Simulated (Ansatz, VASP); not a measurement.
HgTe: VASP beside Ansatz

```
Hg Te
1.0
     0.00000    3.21450    3.21450
     3.21450    0.00000    3.21450
     3.21450    3.21450    0.00000
Hg Te
1 1
Direct
  0.00000 0.00000 0.00000
  0.75000 0.75000 0.75000
```

Alike in both runs: functional LDA; k mesh 5 × 5 × 5; occupations fermi-dirac, width 0.05 eV; non-collinear spin, spin-orbit coupling.

|  | VASP | Ansatz |
| --- | --- | --- |
| version | VASP 6.6.1 | Ansatz 0.2.0 |
| potentials or method | VASP PAW LDA potentials, release 64 (Hg, Te), cutoff 520 eV | all-electron LAPW, relativistic spinors |
| task | single point | band structure |

|  | VASP | Ansatz | Ansatz less VASP |
| --- | --- | --- | --- |
| pressure (GPa) | 0.3 | -0.1 | -0.46 |
| net moment per atom (μB) | 0.00 | 0.00 | 0.000 |

LDA's correlation is that of Perdew and Zunger in VASP and of Perdew and Wang (1992) in Ansatz. Ansatz ran all-electron here, and VASP with PAW potentials.

Noted on Ansatz's run: the k mesh is thin for a metal, which can move the energy by tens of meV per atom.
